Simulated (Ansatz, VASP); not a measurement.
## Be: VASP beside Ansatz

Contents of INCAR:

```
SYSTEM = Be
ALGO     = Normal         ! electronic algorithm
EDIFF    = 1E-6           ! SCF threshold, eV
ENCUT    = 520            ! plane-wave cutoff, eV
GGA      = PE             ! functional
ISIF     = 2              ! what is computed and relaxed
ISMEAR   = 0              ! smearing method
IVDW     = 12             ! dispersion correction
LASPH    = .True.         ! aspherical terms in the spheres
LCHARG   = .False.        ! write CHGCAR
LREAL    = .False.        ! projectors in reciprocal space
LWAVE    = .False.        ! write WAVECAR
NBANDS   = 9              ! bands
NELM     = 80             ! most SCF steps
PREC     = Accurate       ! precision mode
SIGMA    = 0.15           ! smearing width, eV
```

Contents of KPOINTS:

```
k-points
0
Gamma
  24 24 12
  0 0 0
```

POSCAR

```
Be
1.0
    2.2141966284      0.0000000000      0.0000000000
   -1.1070983142      1.9175505292      0.0000000000
    0.0000000000      0.0000000000      3.5001053904
Be
2
Direct
    0.3333333333      0.6666666667      0.2500000000
    0.6666666667      0.3333333333      0.7500000000
```

Input for Ansatz:

```yaml
crystal:
  lattice:
    - [2.2141966284, 0.0, 0.0]
    - [-1.1070983142, 1.9175505292, 0.0]
    - [0.0, 0.0, 3.5001053904]
  atoms:
    - { symbol: Be, position: [0.3333333333, 0.6666666667, 0.25] }
    - { symbol: Be, position: [0.6666666667, 0.3333333333, 0.75] }
basis:
  ecutwfc: 520.0
kpoints:
  mp_grid: { grid: [24, 24, 12] }
hamiltonian:
  xc: pbe
  dispersion: d3bj
scf:
  occupations: { method: gaussian, width: 0.15 }
output:
  forces: true
  stress: true
  eigenvalues: true
```

Alike in both runs: task single point; functional PBE; dispersion D3(BJ); k mesh 24 × 24 × 12; occupations gaussian, width 0.15 eV; no spin polarisation.

|  | VASP | Ansatz |
| --- | --- | --- |
| version | VASP 6.6.1 | Ansatz 0.2.0 |
| potentials or method | VASP PAW PBE potentials, release 64 (Be), cutoff 520 eV | scalar-relativistic, plane waves, PAW |
| valence electrons in the cell | 4 | 4 |

```tsv
	VASP	Ansatz	Ansatz less VASP
gap on the k mesh at the Fermi level (eV)	none	none	-
pressure (GPa)	0.2	0.0	-0.20
traceless stress, the component that is largest in VASP (GPa)	-0.55	-0.57	-0.024
```

A gap of «none» marks a metal or a gap that the smearing closes.
